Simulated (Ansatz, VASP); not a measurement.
# One calculation of Cd4Te, two programs

The input INCAR:

```
SYSTEM = Cd4Te
PREC = Accurate ; ENCUT = 520
EDIFF = 1E-6 ; ISMEAR = 0
SIGMA = 0.1 ; LREAL = .False.
LASPH = .True. ; NELM = 100
ALGO = Fast ; ISIF = 2
LWAVE = .False. ; LCHARG = .True.
GGA = PE ; LELF = .True.
LVHAR = .True. ; NBANDS = 35
```

The input KPOINTS:

```
regular mesh
0
Gamma
  10 10 10
  0 0 0
```

File POSCAR:

```
Cd4Te
1.0
   -3.8038689659      3.8038689659      2.1882706891
    3.8038689659     -3.8038689659      2.1882706891
    3.8038689659      3.8038689659     -2.1882706891
Cd Te
4 1
Direct
    0.6007119911      0.1910823709      0.7917943620
    0.8089176291      0.6007119911      0.4096296202
    0.3992880089      0.8089176291      0.2082056380
    0.1910823709      0.3992880089      0.5903703798
    0.0000000000      0.0000000000      0.0000000000
```

Input for Ansatz:

```yaml
crystal:
  lattice:
    - [-3.8038689659, 3.8038689659, 2.1882706891]
    - [3.8038689659, -3.8038689659, 2.1882706891]
    - [3.8038689659, 3.8038689659, -2.1882706891]
  atoms:
    - { symbol: Cd, position: [0.6007119911, 0.1910823709, 0.791794362] }
    - { symbol: Cd, position: [0.8089176291, 0.6007119911, 0.4096296202] }
    - { symbol: Cd, position: [0.3992880089, 0.8089176291, 0.208205638] }
    - { symbol: Cd, position: [0.1910823709, 0.3992880089, 0.5903703798] }
    - { symbol: Te, position: [0.0, 0.0, 0.0] }
basis:
  ecutwfc: 420
kpoints:
  mp_grid: { grid: [10, 10, 10] }
  band_path:
    path:
      - [[0.0, 0.0, 0.0], [-0.5, 0.5, 0.0], [-0.5, 0.5, 0.5], [0.0, 0.0, 0.0], [-0.33273533, -0.33273533, 0.33273533]]
      - [[-0.66726467, 0.33273533, 0.66726467], [-0.5, 0.5, 0.5]]
      - [[-0.5, 0.5, 0.0], [-0.75, 0.25, 0.25], [-0.5, 0.0, 0.5], [0.0, 0.0, 0.0]]
    npoints: 14
hamiltonian:
  xc: pbe
scf:
  occupations: { method: gaussian, width: 0.1 }
  n_extra_bands: 12
output:
  forces: true
  stress: true
  eigenvalues: true
  populations: true
  dos: { projected: true, de: 0.02, nscf_kmesh: { grid: [12, 12, 12] } }
  bader: true
  write_density: true
  write_potential: true
  elf: true
  volumetric_format: npy
```

Alike in both runs: task single point; functional PBE; k mesh 10 × 10 × 10; occupations gaussian, width 0.1 eV; no spin polarisation.

```csv
,VASP,Ansatz
version,VASP 6.6.1,Ansatz 0.2.0
potentials or method,"VASP PAW PBE potentials, release 64 (Cd, Te), cutoff 520 eV","scalar-relativistic, plane waves, PAW"
valence electrons in the cell,54,96
```

VASP gave:

- gap on the k mesh at the Fermi level (eV): none
- pressure (GPa): 0.2

Q: Which values does Ansatz return?

A: gap on the k mesh at the Fermi level (eV): none; pressure (GPa): 0.0.

A gap of «none» marks a metal or a gap that the smearing closes. VASP's potentials hold 54 valence electrons a cell and Ansatz's 96, so a difference there can come from the potentials and not from the codes.

Neither program's run includes spin-orbit coupling.
